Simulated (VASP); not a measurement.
Al: single point with PBEsol+D3(BJ)

The system is Al.

```xyz
2
Lattice="2.8740 0.0012 0.0000 -1.4360 2.3943 0.0000 0.0000 0.0000 4.6014" Properties=species:S:1:pos:R:3 pbc="T T T"
Al    1.4375    0.8056    3.4511
Al    0.0005    1.5900    1.1504
```

This cell differs from its parent crystal: uniaxial strain along a: +3.0 %, then relaxed in part.

```yaml
Program: VASP 6.6.1
Task: single point
Functional: PBEsol
Dispersion: D3(BJ)
Potentials_or_basis: VASP PAW PBE potentials, release 64 (Al)
Cutoff: 520 eV
k_mesh: 24 × 24 × 12
Occupations: gaussian, width 0.1 eV
Spin: no spin polarisation
Dipole_correction: no
Further_INCAR_settings: ALGO = Fast; EDIFF = 1e-06; NBANDS = 10
```

```
Pressure                   : -0.8 GPa
Band gap on the k mesh     : zero (band 3 reaches 12.75 eV, above the bottom of band 4 at 4.98 eV)
Dispersion energy per atom : -0.331 eV
```

Stress tensor (GPa, compression positive):
```
-2.38 -0.03  0.00
-0.03  0.06  0.00
 0.00  0.00  0.07
```

Levels at points of the mesh, in eV from the Fermi level:
| k point | band 1 | band 2 | band 3 | band 4 | band 5 | band 6 | band 7 | band 8 |
| --- | --- | --- | --- | --- | --- | --- | --- | --- |
| (0.00, 0.00, 0.00) | -11.42 | -4.75 | -4.43 | 10.46 | 10.66 | 11.18 | 11.65 | 12.42 |
| (0.50, 0.00, 0.00) | -5.57 | -5.38 | 0.47 | 1.12 | 1.36 | 1.72 | 6.16 | 7.87 |
| (0.00, 0.50, 0.00) | -5.15 | -5.12 | 0.87 | 1.40 | 1.61 | 2.15 | 5.07 | 7.04 |
| (0.50, 0.50, 0.00) | -5.56 | -5.37 | 0.48 | 1.13 | 1.36 | 1.73 | 6.14 | 7.85 |
| (0.00, 0.00, 0.50) | -9.68 | -9.68 | 3.53 | 3.53 | 11.58 | 11.58 | 12.49 | 12.49 |
| (0.50, 0.00, 0.50) | -4.14 | -4.14 | -3.40 | -3.40 | 7.62 | 7.62 | 7.80 | 7.80 |
| (0.00, 0.50, 0.50) | -3.86 | -3.86 | -2.99 | -2.99 | 6.56 | 6.56 | 7.39 | 7.39 |
| (0.50, 0.50, 0.50) | -4.14 | -4.14 | -3.39 | -3.39 | 7.60 | 7.60 | 7.79 | 7.79 |

It took 9.8 min on 1 thread of Oxide Virtual Turin-like Processor, on a shared host, peak memory 0.56 GiB.

Caveat: the cell differs from its parent crystal (uniaxial strain along a: +3.0 %, then relaxed in part); the PAW data sets were made with another functional, which shifts forces and pressure a little; pairwise dispersion overbinds metals, which lowers pressure and volume.
